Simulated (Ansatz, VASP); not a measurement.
**SiO2 in VASP and in Ansatz**

File INCAR:

```
  PREC = Accurate
  ENCUT = 520
  EDIFF = 1E-8
  ISMEAR = -1
  SIGMA = 0.02
  LREAL = Auto
  LASPH = True
  NELM = 100
  ALGO = Normal
  ISIF = 2
  LWAVE = False
  LCHARG = False
  GGA = PE
  LEFG = True
  NBANDS = 82
```

KPOINTS

```
regular mesh
0
Gamma
  3 3 3
```

POSCAR

```
SiO2
1.0
    7.0342219912      0.0000000000      0.0000000000
    0.0000000000      7.0342219912      0.0000000000
    0.0000000000      0.0000000000      7.0342219912
Si O
8 16
Direct
    0.9771259885      0.5228740115      0.4771259885
    0.5228740115      0.4771259885      0.9771259885
    0.4771259885      0.9771259885      0.5228740115
    0.0228740115      0.0228740115      0.0228740115
    0.7141775776      0.7858224224      0.2141775776
    0.7858224224      0.2141775776      0.7141775776
    0.2141775776      0.7141775776      0.7858224224
    0.2858224224      0.2858224224      0.2858224224
    0.8607175071      0.3328254486      0.5326132099
    0.3607175071      0.1671745514      0.4673867901
    0.1392824929      0.8328254486      0.9673867901
    0.1671745514      0.4673867901      0.3607175071
    0.9673867901      0.1392824929      0.8328254486
    0.4673867901      0.3607175071      0.1671745514
    0.3328254486      0.5326132099      0.8607175071
    0.5326132099      0.8607175071      0.3328254486
    0.1541929604      0.1541929604      0.1541929604
    0.3458070396      0.8458070396      0.6541929604
    0.6541929604      0.3458070396      0.8458070396
    0.8458070396      0.6541929604      0.3458070396
    0.6392824929      0.6671745514      0.0326132099
    0.0326132099      0.6392824929      0.6671745514
    0.6671745514      0.0326132099      0.6392824929
    0.8328254486      0.9673867901      0.1392824929
```

Input for Ansatz:

```yaml
crystal:
  lattice:
    - [7.0342219912, 0.0, 0.0]
    - [0.0, 7.0342219912, 0.0]
    - [0.0, 0.0, 7.0342219912]
  atoms:
    - { symbol: Si, position: [0.9771259885, 0.5228740115, 0.4771259885] }
    - { symbol: Si, position: [0.5228740115, 0.4771259885, 0.9771259885] }
    - { symbol: Si, position: [0.4771259885, 0.9771259885, 0.5228740115] }
    - { symbol: Si, position: [0.0228740115, 0.0228740115, 0.0228740115] }
    - { symbol: Si, position: [0.7141775776, 0.7858224224, 0.2141775776] }
    - { symbol: Si, position: [0.7858224224, 0.2141775776, 0.7141775776] }
    - { symbol: Si, position: [0.2141775776, 0.7141775776, 0.7858224224] }
    - { symbol: Si, position: [0.2858224224, 0.2858224224, 0.2858224224] }
    - { symbol: O, position: [0.8607175071, 0.3328254486, 0.5326132099] }
    - { symbol: O, position: [0.3607175071, 0.1671745514, 0.4673867901] }
    - { symbol: O, position: [0.1392824929, 0.8328254486, 0.9673867901] }
    - { symbol: O, position: [0.1671745514, 0.4673867901, 0.3607175071] }
    - { symbol: O, position: [0.9673867901, 0.1392824929, 0.8328254486] }
    - { symbol: O, position: [0.4673867901, 0.3607175071, 0.1671745514] }
    - { symbol: O, position: [0.3328254486, 0.5326132099, 0.8607175071] }
    - { symbol: O, position: [0.5326132099, 0.8607175071, 0.3328254486] }
    - { symbol: O, position: [0.1541929604, 0.1541929604, 0.1541929604] }
    - { symbol: O, position: [0.3458070396, 0.8458070396, 0.6541929604] }
    - { symbol: O, position: [0.6541929604, 0.3458070396, 0.8458070396] }
    - { symbol: O, position: [0.8458070396, 0.6541929604, 0.3458070396] }
    - { symbol: O, position: [0.6392824929, 0.6671745514, 0.0326132099] }
    - { symbol: O, position: [0.0326132099, 0.6392824929, 0.6671745514] }
    - { symbol: O, position: [0.6671745514, 0.0326132099, 0.6392824929] }
    - { symbol: O, position: [0.8328254486, 0.9673867901, 0.1392824929] }
kpoints:
  mp_grid: { grid: [3, 3, 3] }
scf:
  occupations: { method: fermi_dirac, width: 0.02 }
hamiltonian:
  xc: pbe
  pseudopotentials: { kind: paw, frozen_core: stored }
output:
  forces: true
  stress: true
  populations: true
  efg: { quadrupole_moments_barn: { O: -0.02558 } }
```

Change from the starting cell: volume scaled by 0.98.

Alike in both runs: task electric field gradients; functional PBE; k mesh 3 × 3 × 3; occupations fermi-dirac, width 0.02 eV; no spin polarisation.

|  | VASP | Ansatz |
| --- | --- | --- |
| version | VASP 6.6.1 | Ansatz 0.2.0 |
| potentials or method | VASP PAW PBE potentials, release 64 (Si, O) | plane-wave PAW, scalar-relativistic |
| plane-wave cutoff (eV) | 520 | 420 |
| valence electrons in the cell | 128 | 128 |

```csv
,VASP,Ansatz,Ansatz less VASP
gap on the k mesh at the Fermi level (eV),5.87,5.87,+0.002
pressure (GPa),4.7,4.6,-0.12
rms of the force components (eV/Å),0.094,0.095,+0.0011
size of Vzz on the site where it differs most (V/Å²),96.8,105.5,+8.63
```

Atom by atom the forces differ by 0.011 eV/Å (rms over components).
